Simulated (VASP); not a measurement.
# V (P6_3/mmc) in VASP: a series of runs, part 2 of 2

VASP 6.6.1. Earlier steps stand in the parts before.

### Step 4. Single point, PBEsol, collinear spin, ferromagnetic start

This run uses another cell than the first one, of 12.16 Å³/atom.

INCAR

```
ALGO     = Normal         # electronic algorithm
EDIFF    = 1E-6           # SCF threshold, eV
ENCUT    = 520            # plane-wave cutoff, eV
GGA      = PS             # functional
ISIF     = 2              # what is computed and relaxed
ISMEAR   = -1             # smearing method
ISPIN    = 2              # spin polarisation
LASPH    = T              # aspherical terms in the spheres
LCHARG   = T              # write CHGCAR
LELF     = T              # ELF
LMAXMIX  = 4              # l up to which the mixer works
LORBIT   = 11             # projections on sites
LREAL    = F              # projectors in reciprocal space
LVHAR    = T            
LWAVE    = F              # write WAVECAR
MAGMOM   = 2 2            # initial moments
NBANDS   = 24             # bands
NELM     = 150            # most SCF steps
PREC     = Accurate       # precision mode
SIGMA    = 0.05           # smearing width, eV
```

KPOINTS

```
k-points
0
Gamma
  12 12 6
```

POSCAR

```
V
1.0
    2.4925456254      0.0000000000      0.0000000000
   -1.2462728127      2.1586078317      0.0000000000
    0.0000000000      0.0000000000      4.5209308154
V
2
Direct
    0.3333333333      0.6666666667      0.2500000000
    0.6666666667      0.3333333333      0.7500000000
```

Run with:

```console
$ cat potpaw_PBE.64/V_sv/POTCAR > POTCAR
$ mpirun -np 1 vasp_std > vasp.out
```

Wall time 42 s (1 thread of Intel Xeon 6975P-C (Granite Rapids), shared host); peak memory 0.18 GiB.

It converged, with:

```
Free energy                                           : -18.6150 eV
Pressure                                              : 20.4 GPa
Band gap on the k mesh                                : zero (filled and empty bands overlap)
Net moment                                            : 0.00 μB per cell
Valence electrons inside the program's atomic spheres : V 11.88
```

Stress tensor (GPa, compression positive):
```
20.42  0.00  0.00
 0.00 20.42  0.00
 0.00  0.00 20.29
```

Levels at points of the mesh, in eV from the Fermi level:
Spin up:
```
           k point  band 10  band 11  band 12  band 13  band 14  band 15  band 16  band 17
(0.00, 0.00, 0.00)    -3.78    -0.75     0.03     0.32     0.32     0.70     0.70     2.11
(0.50, 0.00, 0.00)    -3.29    -3.21    -0.48     0.01     0.37     0.63     3.48     4.16
(0.00, 0.00, 0.50)    -5.21    -1.22    -1.22     0.36     0.36     0.36     0.36     2.92
(0.50, 0.00, 0.50)    -3.80    -2.20    -2.20     1.88     1.88     2.02     2.02     4.24
```
Spin down:
```tsv
k point	band 10	band 11	band 12	band 13	band 14	band 15	band 16	band 17
(0.00, 0.00, 0.00)	-3.78	-0.75	0.03	0.32	0.32	0.70	0.70	2.11
(0.50, 0.00, 0.00)	-3.29	-3.21	-0.48	0.01	0.37	0.63	3.48	4.16
(0.00, 0.00, 0.50)	-5.21	-1.22	-1.22	0.36	0.36	0.36	0.36	2.92
(0.50, 0.00, 0.50)	-3.80	-2.20	-2.20	1.88	1.88	2.02	2.02	4.24
```

Caveat: the cell stands under pressure; the moments typed at the start vanished in this run; the PAW data sets were made with another functional, which shifts forces and pressure a little.

### Step 5. Single point, PBEsol, collinear spin, ferromagnetic start

This run uses another cell than the first one, of 12.67 Å³/atom.

INCAR

```
ALGO = Normal
EDIFF = 1E-6
ENCUT = 520
GGA = PS
ISIF = 2
ISMEAR = -1
ISPIN = 2
LASPH = True
LCHARG = False
LMAXMIX = 4
LORBIT = 11
LREAL = False
LWAVE = False
MAGMOM = 2 2
NBANDS = 24
NELM = 150
PREC = Accurate
SIGMA = 0.05
```

KPOINTS is that of step 4.

POSCAR

```
V
1.0
    2.5275400801      0.0000000000      0.0000000000
   -1.2637700400      2.1889139184      0.0000000000
    0.0000000000      0.0000000000      4.5815628872
V
2
Direct
    0.3333333333      0.6666666667      0.2500000000
    0.6666666667      0.3333333333      0.7500000000
```

Run with:

```console
$ cat potpaw_PBE.64/V_sv/POTCAR > POTCAR
$ mpirun -np 1 vasp_std > vasp.out
```

Wall time 48 s (1 thread of Intel Xeon 6975P-C (Granite Rapids), shared host); peak memory 0.19 GiB.

It converged, with:

```
Free energy                                           : -18.7125 eV
Pressure                                              : 10.3 GPa
Band gap on the k mesh                                : zero (filled and empty bands overlap)
Net moment                                            : 0.00 μB per cell
Valence electrons inside the program's atomic spheres : V 11.80
```

Stress tensor (GPa, compression positive):
```
10.33  0.00  0.00
 0.00 10.33  0.00
 0.00  0.00 10.26
```

Levels at points of the mesh, in eV from the Fermi level:
Spin up:
| k point | band 9 | band 10 | band 11 | band 12 | band 13 | band 14 | band 15 | band 16 | band 17 | band 18 |
| --- | --- | --- | --- | --- | --- | --- | --- | --- | --- | --- |
| (0.00, 0.00, 0.00) | -7.08 | -3.67 | -0.68 | -0.06 | 0.33 | 0.33 | 0.69 | 0.69 | 2.02 | 2.02 |
| (0.50, 0.00, 0.00) | -3.31 | -3.09 | -3.09 | -0.44 | -0.06 | 0.35 | 0.63 | 3.31 | 3.96 | 4.08 |
| (0.00, 0.00, 0.50) | -5.19 | -5.19 | -1.15 | -1.15 | 0.37 | 0.37 | 0.37 | 0.37 | 2.79 | 2.79 |
| (0.50, 0.00, 0.50) | -3.62 | -3.62 | -2.06 | -2.06 | 1.80 | 1.80 | 1.89 | 1.89 | 4.03 | 4.03 |
Spin down:
| k point | band 9 | band 10 | band 11 | band 12 | band 13 | band 14 | band 15 | band 16 | band 17 | band 18 |
| --- | --- | --- | --- | --- | --- | --- | --- | --- | --- | --- |
| (0.00, 0.00, 0.00) | -7.08 | -3.67 | -0.68 | -0.06 | 0.33 | 0.33 | 0.69 | 0.69 | 2.02 | 2.02 |
| (0.50, 0.00, 0.00) | -3.31 | -3.09 | -3.09 | -0.44 | -0.06 | 0.35 | 0.63 | 3.31 | 3.96 | 4.08 |
| (0.00, 0.00, 0.50) | -5.19 | -5.19 | -1.15 | -1.15 | 0.37 | 0.37 | 0.37 | 0.37 | 2.79 | 2.79 |
| (0.50, 0.00, 0.50) | -3.62 | -3.62 | -2.06 | -2.06 | 1.80 | 1.80 | 1.89 | 1.89 | 4.03 | 4.03 |

Caveat: the cell stands under pressure; the moments typed at the start vanished in this run; the PAW data sets were made with another functional, which shifts forces and pressure a little.

### Step 6. Summary

```csv
fixed moment (μB),cell,k mesh,gap on the mesh (eV),pressure (GPa),moment (μB)
8.0,"a = 2.604, b = 2.604, c = 4.723 Å, angles 90.0, 90.0, 120.0°, 2 atoms",10 × 10 × 5,-,58.3,8.00
-,"a = 2.462, b = 2.462, c = 4.469 Å, angles 90.0, 90.0, 120.0°, 2 atoms",12 × 12 × 6,none,30.4,0.00
-,"a = 2.493, b = 2.493, c = 4.521 Å, angles 90.0, 90.0, 120.0°, 2 atoms",12 × 12 × 6,none,20.4,0.00
-,"a = 2.528, b = 2.528, c = 4.582 Å, angles 90.0, 90.0, 120.0°, 2 atoms",12 × 12 × 6,none,10.3,0.00
```

Alike in all rows: task single point; level PBEsol; potentials or basis VASP PAW PBE potentials, release 64 (V_sv); spin collinear, ferromagnetic start; cutoff (eV) 520; smearing fermi-dirac 0.05 eV.

Caveats: the PAW data sets were made with another functional, which shifts forces and pressure a little; the cell stands under pressure (at least some runs); the moments typed at the start vanished in this run (at least some runs); the stress differs along the axes, from 36 to 69 GPa (at least some runs); the total moment is fixed, so each spin has its own Fermi level and the state may be an excited one (at least some runs).

Absolute energies hang on the potentials; compare differences alone.
